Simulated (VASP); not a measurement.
Input of a VASP 6.6.1 run:

The input INCAR:

```
SYSTEM = ScAsSe4
PREC     = Accurate       ! precision mode
ENCUT    = 500            ! plane-wave cutoff, eV
EDIFF    = 1E-6           ! SCF threshold, eV
ISMEAR   = 0              ! smearing method
SIGMA    = 0.15           ! smearing width, eV
LREAL    = .FALSE.        ! projectors in reciprocal space
LASPH    = .TRUE.         ! aspherical terms in the spheres
NELM     = 120            ! most SCF steps
ALGO     = Normal         ! electronic algorithm
ISIF     = 2              ! what is computed and relaxed
LWAVE    = .FALSE.        ! write WAVECAR
LCHARG   = .FALSE.        ! write CHGCAR
GGA      = PE             ! functional
NBANDS   = 29             ! bands
GGA_COMPAT= .FALSE.
```

File KPOINTS:

```
regular mesh
0
G
  2 2 3
  0 0 0
```

Contents of POSCAR:

```
ScAsSe4
1.0
    2.6938426042     -4.9772774171      0.0000000000
    2.6938426042      4.9772774171      0.0000000000
    0.0000000000      0.0000000000      4.9582931240
Sc As Se
1 1 4
Direct
    0.5000000000      0.5000000000      0.0000000000
    0.0000000000      0.0000000000      0.5000000000
    0.1540909814      0.8459090186      0.0000000000
    0.8459090186      0.1540909814      0.0000000000
    0.0000000000      0.5000000000      0.5000000000
    0.5000000000      0.0000000000      0.5000000000
```

Potentials or basis: VASP PAW PBE potentials, release 64 (Sc_sv, As, Se).

The run is started by

```console
$ cat potpaw_PBE.64/Sc_sv/POTCAR potpaw_PBE.64/As/POTCAR potpaw_PBE.64/Se/POTCAR > POTCAR
$ mpirun -np 1 vasp_std > vasp.out
```

Q: Estimate the band gap on the k mesh.

A: Zero (bands 20 and 21 overlap by 0.50 eV).

Q: Estimate the pressure.

A: 0.6 GPa.

Forces on the atoms (eV/Å):
```
Sc   0.000  0.000  0.000
As   0.000  0.000  0.000
Se   0.000  0.047  0.000
Se   0.000 -0.047  0.000
Se   0.000  0.000  0.000
Se   0.000  0.000  0.000
```

Caveat: the k points lie up to 0.66 Å⁻¹ apart, too coarse for converged energies and pressures of a metal.
